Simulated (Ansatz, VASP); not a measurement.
**CuO in VASP and in Ansatz**

Contents of POSCAR:

```
CuO
1.0
    1.9909680000     -2.1535500000      0.0000000000
    1.9909680000      2.1535500000      0.0000000000
    0.0000000000      0.0000000000      5.1559280000
Cu O
2 2
Direct
    0.0000000000      0.5000000000      0.0000000000
    0.5000000000      0.0000000000      0.5000000000
    0.5000000000      0.5000000000      0.2500000000
    0.5000000000      0.5000000000      0.7500000000
```

Contents of INCAR.step1:

```
PREC = Accurate
ENCUT = 520
ISMEAR = 0
SIGMA = 0.1
LREAL = False
LASPH = True
NELM = 80
NBANDS = 25
GGA = PE
ALGO = Normal
EDIFF = 1E-4
LWAVE = True
LCHARG = False
```

File INCAR.step2:

```
PREC = Accurate
ENCUT = 520
EDIFF = 1E-6
ISMEAR = 0
SIGMA = 0.1
LREAL = False
LASPH = True
NELM = 80
ALGO = Normal
ISIF = 2
LWAVE = False
LCHARG = True
METAGGA = R2SCAN
LMIXTAU = True
LELF = True
LVHAR = True
NBANDS = 25
ISTART = 1
```

File KPOINTS:

```
regular mesh
0
Gamma
  14 14 8
```

Input for Ansatz:

```yaml
crystal:
  lattice:
    - [1.990968, -2.15355, 0.0]
    - [1.990968, 2.15355, 0.0]
    - [0.0, 0.0, 5.155928]
  atoms:
    - { symbol: Cu, position: [0.0, 0.5, 0.0] }
    - { symbol: Cu, position: [0.5, 0.0, 0.5] }
    - { symbol: O, position: [0.5, 0.5, 0.25] }
    - { symbol: O, position: [0.5, 0.5, 0.75] }
basis:
  ecutwfc: 500
kpoints:
  mp_grid: { grid: [14, 14, 8] }
hamiltonian:
  xc: r2scan
scf:
  occupations: { method: gaussian, width: 0.1 }
  lower_state_search: "off"
output:
  forces: true
  stress: true
  eigenvalues: true
```

Alike in both runs: task single point; functional r2SCAN; k mesh 14 × 14 × 8; occupations gaussian, width 0.1 eV; no spin polarisation.

```csv
,VASP,Ansatz
version,VASP 6.6.1,Ansatz 0.2.0
potentials or method,"VASP PAW PBE potentials, release 64 (Cu, O), cutoff 520 eV","scalar-relativistic, plane waves, PAW"
valence electrons in the cell,34,50
```

|  | VASP | Ansatz | Ansatz less VASP |
| --- | --- | --- | --- |
| gap on the k mesh at the Fermi level (eV) | none | none | - |
| pressure (GPa) | -4.0 | -4.9 | -0.94 |
| traceless stress, the component that is largest in VASP (GPa) | 0.74 | 0.91 | +0.169 |

VASP's potentials were made for PBE, not for r2SCAN. A gap of «none» marks a metal or a gap that the smearing closes. The functional is the same, so the differences come from potentials, cutoffs and numerics. VASP's potentials hold 34 valence electrons a cell and Ansatz's 50, so a difference there can come from the potentials and not from the codes.
